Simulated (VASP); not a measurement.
# LaYF6 (P1) in VASP: single point with PBEsol

Aim: the single point of LaYF6 with PBEsol.

Everything below comes from runs of VASP 6.6.1. Logs are shortened: lines on timing, memory, paths and dates and some standing lists are left out, and cuts for length are marked.

## (1) The cell of the first run

The typed cell holds 8 atoms: a = 5.464 Å, b = 4.205 Å, c = 5.693 Å, α = 95.50°, β = 86.25°, γ = 111.97°.

## (2) Single point, PBEsol

INCAR reads:

```
SYSTEM = LaYF6
  ALGO = Normal
  EDIFF = 1E-6
  ENCUT = 520
  GGA = PS
  ISIF = 2
  ISMEAR = -1
  LASPH = .True.
  LCHARG = .False.
  LREAL = .False.
  LWAVE = .False.
  NBANDS = 42
  NELM = 60
  PREC = Accurate
  SIGMA = 0.05
```

KPOINTS reads:

```
k-points
0
Gamma
  6 6 4
  0 0 0
```

POSCAR reads:

```
LaYF6
1.0
    5.3879204068     -0.9014791478      0.1149580344
   -0.9051380378      4.1027555689     -0.1632052166
    0.2078400228     -0.2878193273      5.6820496339
La F Y
1 6 1
Direct
    0.4392445677      0.6069642283      0.4306023593
    0.7018330369      0.6784462988      0.0874287582
   -0.1605924196     -0.1618729864      0.6157264958
    0.0421777731      0.3494135853      0.2326585772
    0.4104469164      0.1199789593      0.6566970143
    0.3700568299      0.0344978415      0.1970005328
    0.1443732020      0.5066660746      0.7946948558
    0.0713141693     -0.0090243659     -0.0663810397
```

Potentials or basis: VASP PAW PBE potentials, release 64 (La, F, Y_sv).

The run is started by

```
> cat potpaw_PBE.64/La/POTCAR potpaw_PBE.64/F/POTCAR potpaw_PBE.64/Y_sv/POTCAR > POTCAR
> mpirun -np 1 vasp_std > vasp.out
```

OUTCAR:

```text
SYSTEM = LaYF6
   EDIFF = 1E-6
   ENCUT = 520
   GGA = PS
   ISIF = 2
   ISMEAR = -1
   LASPH = .True.
   LREAL = .False.
   NELM = 60
   PREC = Accurate

 ion  position               nearest neighbor table
   1  0.439  0.607  0.431-   3 2.31   2 2.32   4 2.34   5 2.46   5 2.47   6 2.49   7 2.51   6 2.54
                             8 3.77   8 3.95   8 3.97
   2  0.702  0.678  0.087-   8 2.14   1 2.32
   3  0.839  0.838  0.616-   8 2.18   1 2.31
   4  0.042  0.349  0.233-   8 2.20   1 2.34
   5  0.410  0.120  0.657-   8 2.29   1 2.46   1 2.47
   6  0.370  0.034  0.197-   8 2.23   1 2.49   1 2.54
   7  0.144  0.507  0.795-   8 2.26   8 2.28   1 2.51
   8  0.071  0.991  0.934-   2 2.14   3 2.18   4 2.20   6 2.23   7 2.26   7 2.28   5 2.29   1 3.77
                             1 3.95   1 3.97

  LATTYP: Found a triclinic cell.
 ALAT       =     4.2045825082
 B/A-ratio  =     1.3101670591
 C/A-ratio  =     1.3540297194
 COS(alpha) =     0.0084124869
 COS(beta)  =     0.0959307351
 COS(gamma) =     0.3922143079

  Lattice vectors:

 A1 = (  -0.9051380378,   4.1027555689,  -0.1632052166)
 A2 = (   4.4827823690,   3.2012764211,  -0.0482471822)
 A3 = (  -0.2078400228,   0.2878193273,  -5.6820496339)

Analysis of symmetry for initial positions (statically):
=====================================================================
 Subroutine PRICEL returns:
 Original cell was already a primitive cell.

 Routine SETGRP: Setting up the symmetry group for a
 triclinic supercell.

 Subroutine GETGRP returns: Found  1 space group operations
 (whereof  1 operations were pure point group operations)
 out of a pool of  2 trial point group operations.

The static configuration has the point symmetry C_1 .

Analysis of symmetry for dynamics (positions and initial velocities):
=====================================================================
 Subroutine PRICEL returns:
 Original cell was already a primitive cell.

 Routine SETGRP: Setting up the symmetry group for a
 triclinic supercell.

 Subroutine GETGRP returns: Found  1 space group operations
 (whereof  1 operations were pure point group operations)
 out of a pool of  2 trial point group operations.

The dynamic configuration has the point symmetry C_1 .

 Subroutine INISYM returns: Found  1 space group operations
 (whereof  1 operations are pure point group operations),
 and found     1 'primitive' translations

----------------------------------------------------------------------------------------

                                     Primitive cell

  volume of cell :     120.6766

  direct lattice vectors                    reciprocal lattice vectors
     5.387920407 -0.901479148  0.114958034     0.192788726  0.042337279 -0.004907336
    -0.905138038  4.102755569 -0.163205217     0.042171907  0.253491890  0.011297834
     0.207840023 -0.287819327  5.682049634    -0.002689160  0.006424475  0.176416622

  length of vectors
     5.464024736  4.204582508  5.693129674     0.197443714  0.257224122  0.176554043

  position of ions in fractional coordinates (direct lattice)
     0.439244568  0.606964228  0.430602359
     0.701833037  0.678446299  0.087428758
     0.839407580  0.838127014  0.615726496
     0.042177773  0.349413585  0.232658577
     0.410446916  0.119978959  0.656697014
     0.370056830  0.034497841  0.197000533
     0.144373202  0.506666075  0.794694856
     0.071314169  0.990975634  0.933618960

  ion indices of the primitive-cell ions
   primitive index   ion index
                 1           1
                 2           2
                 3           3
                 4           4
                 5           5
                 6           6
                 7           7
                 8           8

----------------------------------------------------------------------------------------

 KPOINTS: k-points

Automatic generation of k-mesh.
 Grid dimensions read from file:
 generate k-points for:    6    6    4

 Generating k-lattice:

  Cartesian coordinates                     Fractional coordinates (reciprocal lattice)
     0.032131454  0.007056213 -0.000817889     0.166666667 -0.000000000 -0.000000000
     0.007028651  0.042248648  0.001882972     0.000000000  0.166666667  0.000000000
    -0.000672290  0.001606119  0.044104156     0.000000000  0.000000000  0.250000000

  Length of vectors
     0.032907286  0.042870687  0.044138511

  Shift w.r.t. Gamma in fractional coordinates (k-lattice)
     0.000000000  0.000000000  0.000000000

 Subroutine IBZKPT returns following result:
 ===========================================

 Found     76 irreducible k-points:

 Following reciprocal coordinates:
            Coordinates               Weight
  0.000000  0.000000  0.000000      1.000000
  0.166667 -0.000000  0.000000      2.000000
  0.333333  0.000000 -0.000000      2.000000
  0.500000 -0.000000  0.000000      1.000000
  0.000000  0.166667  0.000000      2.000000
  0.166667  0.166667  0.000000      2.000000
[... 16 lines left out ...]
  0.333333  0.000000  0.250000      2.000000
  0.500000  0.000000  0.250000      2.000000
 [... further k-points ...]
   k-points           NKPTS =     76   k-points in BZ     NKDIM =     76   number of bands    NBANDS=     42
   number of dos      NEDOS =    301   number of ions     NIONS =      8
   total plane-waves  NPLWV =  56448
   dimension x,y,z NGX =    42 NGY =   32 NGZ =   42
   dimension x,y,z NGXF=    84 NGYF=   64 NGZF=   84
   ions per type =               1   6   1
   NGX,Y,Z   is equivalent  to a cutoff of  12.78, 12.65, 12.26 a.u.
   NGXF,Y,Z  is equivalent  to a cutoff of  25.56, 25.31, 24.53 a.u.
 SYSTEM =  LaYF6
   PREC   = accura    normal or accurate (medium, high low for compatibility)
   ISTART =      0    job   : 0-new  1-cont  2-samecut
   ICHARG =      2    charge: 1-file 2-atom 10-const
   ISPIN  =      1    spin polarized calculation?
   LNONCOLLINEAR =      F non collinear calculations
   LSORBIT =      F    spin-orbit coupling
   LASPH  =      T    aspherical Exc in radial PAW
   ENCUT  =  520.0 eV  38.22 Ry    6.18 a.u.  10.16  7.82 10.59*2*pi/ulx,y,z
   NELM   =     60;   NELMIN=  2; NELMDL= -5     # of ELM steps
   EDIFF  = 0.1E-05   stopping-criterion for ELM
   LREAL  =      F    real-space projection
   EDIFFG = 0.1E-04   stopping-criterion for IOM
   NSW    =      0    number of steps for IOM
   IBRION =     -1    ionic relax: 0-MD 1-quasi-New 2-CG
   NFREE  =      0    steps in history (QN), initial steepest desc. (CG)
   ISIF   =      2    stress and relaxation
   ISYM   =      2    0-nonsym 1-usesym 2-fastsym
   POTIM  = 0.5000    time-step for ionic-motion
   TEBEG  =    0.0;   TEEND  =   0.0 temperature during run
   PSTRESS=    0.0 pullay stress
   NELECT =      64.0000    total number of electrons
   NUPDOWN=      -1.0000    fix difference up-down
   EMIN   =  10.00;   EMAX   =-10.00  energy-range for DOS
   EFERMI =   0.00;   METHOD = LEGACY
   ISMEAR =    -1;   SIGMA  =   0.05  broadening in eV -4-tet -1-fermi 0-gaus
   EFERMI_NEDOS =   21; number of points for ismear=-14 and -15
   IALGO  =     38    algorithm
   IMIX   =      4    mixing-type and parameters
     AMIX     =   0.40;   BMIX     =  1.00
     AMIX_MAG =   1.60;   BMIX_MAG =  1.00
  volume/ion in A,a.u.               =      15.08       101.80
  Fermi-wavevector in a.u.,A,eV,Ry     =   1.325136  2.504144 23.891634  1.755986
  Thomas-Fermi vector in A             =   2.454619
   LORBIT       =      0    0 simple, 1 ext, 2 COOP (PROOUT), +10 PAW based schemes
   GGA     = PS    functional components
   LHFCALC =     F    Hartree Fock is set to
   AEXX    =    0.0000 exact exchange contribution
   IVDW    =     0    specifies the selected vdW correction
   LEPSILON=     F    determine dielectric tensor
   LRPA    =     F    only Hartree local field effects (RPA)
 non-spin polarized calculation
  energy-cutoff  :      520.00
  volume of cell :      120.68
 maximum number of plane-waves:      3267
 NGX is ok and might be reduce to    42
   NGX = 21   NGY = 15   NGZ = 21

 number of electron      64.0000027 magnetization

 Free energy of the ion-electron system (eV)
  ---------------------------------------------------
  ext. energy  EPLUGINS =         0.00000000
  ---------------------------------------------------
  free energy    TOTEN  =       -56.65252093 eV

  energy without entropy =      -56.65252093  energy(sigma->0) =      -56.65252093

 E-fermi :   0.7681     XC(G=0):  -9.6179

 val. band max:       -0.4794490265   @ k =   0.5000   0.5000   0.5000
 cond. band min:       6.1135894879   @ k =   0.5000   0.5000   0.0000
 fundamental gap:      6.5930385145
 Fermi energy:         0.7681391460

 k-point     1 :       0.0000    0.0000    0.0000
  band No.  band energies     occupation
      1     -38.8609      2.00000
      2     -28.8499      2.00000
      3     -21.3592      2.00000
      4     -21.0345      2.00000
      5     -20.5330      2.00000
      6     -20.3957      2.00000
[... 34 lines left out ...]
     41       7.4200      0.00000
     42       7.9305      0.00000

 k-point     2 :       0.1667   -0.0000    0.0000
  band No.  band energies     occupation
      1     -38.8609      2.00000
      2     -28.8495      2.00000
      3     -21.3362      2.00000
      4     -21.0214      2.00000
      5     -20.5645      2.00000
      6     -20.3923      2.00000
[... 34 lines left out ...]
     41       7.4121      0.00000
     42       7.8189      0.00000

 k-point     3 :       0.3333    0.0000   -0.0000
  band No.  band energies     occupation
      1     -38.8608      2.00000
      2     -28.8487      2.00000
      3     -21.2821      2.00000
      4     -21.0037      2.00000
      5     -20.6023      2.00000
      6     -20.4004      2.00000
[... 34 lines left out ...]
     41       7.6537      0.00000
     42       7.9323      0.00000

 k-point     4 :       0.5000   -0.0000    0.0000
  band No.  band energies     occupation
      1     -38.8608      2.00000
      2     -28.8484      2.00000
      3     -21.2480      2.00000
      4     -21.0046      2.00000
      5     -20.6005      2.00000
      6     -20.4205      2.00000
[... 844 lines left out ...]
     41       7.5694      0.00000
     42       7.9034      0.00000

 k-point    23 :       0.3333    0.0000    0.2500
  band No.  band energies     occupation
      1     -38.8608      2.00000
      2     -28.8484      2.00000
      3     -21.3366      2.00000
      4     -21.0055      2.00000
      5     -20.5654      2.00000
      6     -20.3480      2.00000
[... 34 lines left out ...]
     41       7.6786      0.00000
     42       7.9244      0.00000

 k-point    24 :       0.5000    0.0000    0.2500
  band No.  band energies     occupation
      1     -38.8607      2.00000
      2     -28.8477      2.00000
      3     -21.3045      2.00000
      4     -21.0777      2.00000
      5     -20.5883      2.00000
      6     -20.3658      2.00000
[... 34 lines left out ...]
     41       7.7225      0.00000
     42       7.8701      0.00000

 [... further k-points ...]
[... 5 lines left out ...]
  --------------------------------------------------------------------------------------
  -------------------------------------------------------------------------------------
  Total       -0.1999589     -0.2172088     -0.1927173      0.0259985      0.0213720      0.0044822
  in kB       -2.6547786     -2.8837988     -2.5586343      0.3451724      0.2837476      0.0595081
  external PRESSURE =      -2.6990706 kB  Pullay stress =       0.0000000 kB

 VOLUME and BASIS-vectors are now :
 -----------------------------------------------------------------------------
  energy-cutoff  :      520.00
  volume of cell :      120.68
      direct lattice vectors                 reciprocal lattice vectors
     5.387920407 -0.901479148  0.114958034     0.192788726  0.042337279 -0.004907336
    -0.905138038  4.102755569 -0.163205217     0.042171907  0.253491890  0.011297834
     0.207840023 -0.287819327  5.682049634    -0.002689160  0.006424475  0.176416622

 POSITION                                       TOTAL-FORCE (eV/Angst)
 -----------------------------------------------------------------------------------
      1.90672      1.97032      2.39814         0.018319      0.009012      0.005871
      3.18550      2.12565      0.46673        -0.020976     -0.008323      0.018220
      3.89201      2.50470      3.45830        -0.009122     -0.002930     -0.011394
     -0.04066      1.32857      1.26980         0.003351      0.008660      0.010515
      2.23935     -0.06678      3.75899        -0.001529     -0.000895     -0.011081
      2.00356     -0.24876      1.15628        -0.002465     -0.001093      0.014330
      0.48444      1.71985      4.44940         0.006737      0.002573     -0.005617
     -0.31869      3.73273      5.15134         0.005686     -0.007004     -0.020844
 -----------------------------------------------------------------------------------
    total drift:                                0.001208      0.000100     -0.000946

  FREE ENERGIE OF THE ION-ELECTRON SYSTEM (eV)
  ---------------------------------------------------
  free  energy   TOTEN  =       -56.6525209277 eV

  energy  without entropy=      -56.6525209277  energy(sigma->0) =      -56.65252093
```

Wall time 5 min (1 thread of Intel Xeon Platinum 8488C (Sapphire Rapids), shared host); peak memory 0.51 GiB.

Results:

```
Free energy            : -56.6525 eV
Pressure               : -0.3 GPa
Largest force          : 0.029 eV/Å
Band gap on the k mesh : 6.59 eV (least direct gap 6.60 eV)
```

Forces on the atoms (eV/Å):
```
La   0.018  0.009  0.006
F   -0.021 -0.008  0.018
F   -0.009 -0.003 -0.011
F    0.003  0.009  0.011
F   -0.002 -0.001 -0.011
F   -0.002 -0.001  0.014
F    0.007  0.003 -0.006
Y    0.006 -0.007 -0.021
```

Levels at points of the mesh, in eV from the valence-band top:
```
           k point  band 30  band 31  band 32  band 33  band 34  band 35
(0.00, 0.00, 0.00)    -0.38    -0.37    -0.09     6.65     6.68     6.73
(0.50, 0.00, 0.00)    -0.45    -0.35    -0.25     6.66     6.67     6.71
(0.00, 0.50, 0.00)    -0.39    -0.29    -0.11     6.61     6.67     6.69
(0.50, 0.50, 0.00)    -0.44    -0.31    -0.03     6.59     6.68     6.70
(0.00, 0.00, 0.50)    -0.53    -0.26    -0.11     6.66     6.68     6.72
(0.50, 0.00, 0.50)    -0.56    -0.46    -0.36     6.67     6.67     6.73
(0.00, 0.50, 0.50)    -0.44    -0.33    -0.11     6.61     6.68     6.70
(0.50, 0.50, 0.50)    -0.53    -0.23     0.00     6.60     6.69     6.71
```

Caveat: the PAW data sets were made with another functional, which shifts forces and pressure a little; spin-orbit coupling is left out, which moves the levels of the heavy elements.
